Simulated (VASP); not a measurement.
The system is Ge.

```xyz
2
Lattice="-2.5745 2.5745 1.3974 2.5745 -2.5745 1.3974 2.5745 2.5745 -1.3974" Properties=species:S:1:pos:R:3 pbc="T T T"
Ge    0.0000    0.0000    1.3974
Ge    2.5745    0.0000    0.6987
```

| Property | Result |
| --- | --- |
| Program | VASP 6.6.1 |
| Task | relaxation of cell and atoms |
| Functional | RPBE |
| Potentials or basis | VASP PAW PBE potentials, release 64 (Ge_d) |
| Cutoff | 600 eV |
| k mesh | 11 × 11 × 11 |
| Occupations | fermi-dirac, width 0.05 eV |
| Spin | no spin polarisation |

At the start: pressure 4.9 GPa; volume 18.52 Å³/atom.

Task: Where does the relaxation end?

Result: Over 9 steps the energy falls by 19.4 meV/atom and the volume is 19.83 Å³/atom (+7.0 %); space group I4_1/amd (No. 141, to 0.05 Å).

Step by step:
```csv
step,energy change (eV),largest force (eV/Å),pressure (GPa),volume (Å³)
1,0.0000,0.0000,4.87,37.05
2,-0.0376,0.0000,-0.40,40.15
3,-0.0386,0.0000,-0.27,39.82
4,-0.0388,0.0000,-0.02,39.66
5,-0.0387,0.0000,0.13,39.61
6,-0.0388,0.0000,0.14,39.61
7,-0.0388,0.0000,0.16,39.62
8,-0.0388,0.0000,-0.11,39.69
9,-0.0388,0.0000,0.04,39.66
```

Final structure:
```
Ge
1.0
    -2.63715    2.63715    1.42552
     2.63715   -2.63715    1.42552
     2.63715    2.63715   -1.42552
Ge
2
Cartesian
  0.0000 0.0000 1.4255
  2.6372 0.0000 0.7128
```

Caveat: the PAW data sets were made with another functional, which shifts forces and pressure a little.
